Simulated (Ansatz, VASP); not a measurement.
**TiAl3 in VASP and in Ansatz**

POSCAR

```
TiAl3
1.0
    3.8370011125      0.0000000000      0.0000000000
    0.0000000000      3.8370011125      0.0000000000
    0.0000000000      0.0000000000      3.8370011125
Ti Al
1 3
Direct
    0.0000000000      0.0000000000      0.0000000000
    0.5000000000      0.5000000000      0.0000000000
    0.5000000000      0.0000000000      0.5000000000
    0.0000000000      0.5000000000      0.5000000000
```

The input INCAR.step1:

```
PREC = Accurate
ENCUT = 520
ISMEAR = 0
SIGMA = 0.15
LREAL = F
LASPH = T
NELM = 80
NBANDS = 18
GGA = PE
ALGO = Normal
EDIFF = 1E-4
LWAVE = T
LCHARG = F
```

File INCAR.step2:

```
PREC = Accurate
ENCUT = 520
EDIFF = 1E-6
ISMEAR = 0
SIGMA = 0.15
LREAL = F
LASPH = T
NELM = 80
ALGO = Normal
ISIF = 2
LWAVE = F
LCHARG = F
METAGGA = R2SCAN
LMIXTAU = T
NBANDS = 18
ISTART = 1
```

KPOINTS

```
Automatic mesh
0
Gamma
  12 12 12
```

Input for Ansatz:

```yaml
crystal:
  lattice:
    - [3.8370011125, 0.0, 0.0]
    - [0.0, 3.8370011125, 0.0]
    - [0.0, 0.0, 3.8370011125]
  atoms:
    - { symbol: Ti, position: [0.0, 0.0, 0.0] }
    - { symbol: Al, position: [0.5, 0.5, 0.0] }
    - { symbol: Al, position: [0.5, 0.0, 0.5] }
    - { symbol: Al, position: [0.0, 0.5, 0.5] }
basis:
  ecutwfc: 500
kpoints:
  mp_grid: { grid: [12, 12, 12] }
hamiltonian:
  xc: r2scan
scf:
  occupations: { method: gaussian, width: 0.15 }
output:
  forces: true
  stress: true
  eigenvalues: true
```

Change from the starting cell: strain -0.030 along x and y, -0.030 along z, atoms carried along.

Alike in both runs: task single point; functional r2SCAN; k mesh 12 × 12 × 12; occupations gaussian, width 0.15 eV; no spin polarisation.

```csv
,VASP,Ansatz
version,VASP 6.6.1,Ansatz 0.2.0
potentials or method,"VASP PAW PBE potentials, release 64 (Ti_sv, Al), cutoff 520 eV","scalar-relativistic, plane waves, PAW"
valence electrons in the cell,21,21
```

|  | VASP | Ansatz | Ansatz less VASP |
| --- | --- | --- | --- |
| gap on the k mesh at the Fermi level (eV) | none | none | - |
| pressure (GPa) | 12.6 | 12.7 | +0.11 |

VASP's potentials were made for PBE, not for r2SCAN. A gap of «none» marks a metal or a gap that the smearing closes.
